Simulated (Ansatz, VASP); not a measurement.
**Be in VASP and in Ansatz**

Contents of INCAR:

```
SYSTEM = Be
  PREC = Accurate
  ENCUT = 600
  EDIFF = 1E-6
  ISMEAR = -1
  SIGMA = 0.1
  LREAL = .False.
  LASPH = .True.
  NELM = 80
  ALGO = Normal
  ISIF = 3
  LWAVE = .False.
  LCHARG = .False.
  IBRION = 2
  NSW = 80
  EDIFFG = -0.01
```

Contents of KPOINTS:

```
Automatic mesh
0
Gamma
  16 16 5
  0 0 0
```

The input POSCAR:

```
Be
1.0
    2.2554104699      0.0000000000      0.0000000000
   -1.1277052350      1.9532427629      0.0000000000
    0.0000000000      0.0000000000      7.3661705948
Be
4
Direct
    0.0000000000      0.0000000000      0.0000000000
    0.0000000000      0.0000000000      0.5000000000
    0.3333333333      0.6666666667      0.2500000000
    0.6666666667      0.3333333333      0.7500000000
```

Input for Ansatz:

```yaml
crystal:
  lattice:
    - [2.2554104699, 0.0, 0.0]
    - [-1.127705235, 1.9532427629, 0.0]
    - [0.0, 0.0, 7.3661705948]
  atoms:
    - { symbol: Be, position: [0.0, 0.0, 0.0] }
    - { symbol: Be, position: [0.0, 0.0, 0.5] }
    - { symbol: Be, position: [0.3333333333, 0.6666666667, 0.25] }
    - { symbol: Be, position: [0.6666666667, 0.3333333333, 0.75] }
hamiltonian:
  xc: lda
  pseudopotentials:
    kind: paw
    azcp:
      Be: "pseudopotentials/Be.paw.azcp"
basis:
  ecutwfc: 420
  fft_grid_basis: typed
kpoints:
  mp_grid: { grid: [16, 16, 5], shift: [0, 0, 0] }
magnetization:
  spin_polarized: false
scf:
  occupations: { method: fermi_dirac, width: 0.1 }
relax:
  max_steps: 60
  f_tol: 0.01
  cell: {}
```

Alike in both runs: task relaxation of cell and atoms; functional LDA; k mesh 16 × 16 × 5; occupations fermi-dirac, width 0.1 eV; no spin polarisation.

|  | VASP | Ansatz |
| --- | --- | --- |
| version | VASP 6.6.1 | Ansatz 0.2.0 |
| potentials or method | VASP PAW LDA potentials, release 64 (Be), cutoff 600 eV | plane waves (420 eV) with PAW, scalar-relativistic |
| valence electrons in the cell | 8 | 8 |

VASP gave:

```
relaxed volume (Å³/atom)                                        : 7.56
relaxed length of the cell vector where the two differ most in proportion (Å) : 2.221
```

Question: What did Ansatz give for the same quantities?

Answer: Relaxed volume (Å³/atom): 7.54; relaxed length of the cell vector where the two differ most in proportion (Å): 2.218.

Ansatz warns that its potentials were made for another functional, while VASP's fit it. LDA's correlation is that of Perdew and Zunger in VASP and of Perdew and Wang (1992) in Ansatz.
